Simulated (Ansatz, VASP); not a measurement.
Given: the input of a run of VASP 6.6.1 on KF.

The input POSCAR:

```
KF
1.0
    0.0000000000      2.7242525196      2.7242525196
    2.7242525196      0.0000000000      2.7242525196
    2.7242525196      2.7242525196      0.0000000000
K F
1 1
Direct
    0.0000000000      0.0000000000      0.0000000000
    0.5000000000      0.5000000000      0.5000000000
```

INCAR.step1

```
SYSTEM = KF
PREC = Accurate
ENCUT = 520
EDIFF = 1E-5
ISMEAR = -1
SIGMA = 0.05
LREAL = .False.
LASPH = .True.
NELM = 60
ALGO = Normal
ISIF = 2
LWAVE = .True.
LCHARG = .False.
NBANDS = 15
GGA = PE
```

The input INCAR.step2:

```
SYSTEM = KF
PREC = Accurate
ENCUT = 520
EDIFF = 1E-6
ISMEAR = -1
SIGMA = 0.05
LREAL = .False.
LASPH = .True.
NELM = 60
ALGO = Normal
ISIF = 2
LWAVE = .False.
LCHARG = .False.
GGA = PE
LHFCALC = .True.
AEXX = 0.25
PRECFOCK = Normal
NBANDS = 15
ISTART = 1
```

KPOINTS

```
regular mesh
0
Gamma
  6 6 6
  0 0 0
```

Potentials or basis: VASP PAW PBE potentials, release 64 (K_sv, F).

Launch:

```console
$ cat potpaw_PBE.64/K_sv/POTCAR potpaw_PBE.64/F/POTCAR > POTCAR
$ cp INCAR.step1 INCAR
$ mpirun -np 1 vasp_std > vasp.out
$ cp INCAR.step2 INCAR
$ mpirun -np 1 vasp_std > vasp.out
```

Q: Translate it to Ansatz 0.2.0. Potentials there: Ansatz PAW.

A: As run (the cutoff follows the program's own potentials):

File input:

```
crystal:
  lattice:
    - [0.0, 2.7242525196, 2.7242525196]
    - [2.7242525196, 0.0, 2.7242525196]
    - [2.7242525196, 2.7242525196, 0.0]
  atoms:
    - { symbol: K, position: [0.0, 0.0, 0.0] }
    - { symbol: F, position: [0.5, 0.5, 0.5] }
hamiltonian:
  xc: pbe0
  pseudopotentials: { kind: paw }
kpoints:
  mp_grid: { grid: [6, 6, 6] }
scf:
  occupations: { method: fermi_dirac, width: 0.05 }
output:
  forces: true
  stress: true
  eigenvalues: true
```

Both were run:

|  | VASP | Ansatz | Ansatz less VASP |
| --- | --- | --- | --- |
| gap on the k mesh at the Fermi level (eV) | 8.62 | 8.64 | +0.013 |
| least direct gap on the mesh (eV) | 8.62 | 8.64 | +0.013 |
| pressure (GPa) | -1.2 | -1.3 | -0.03 |
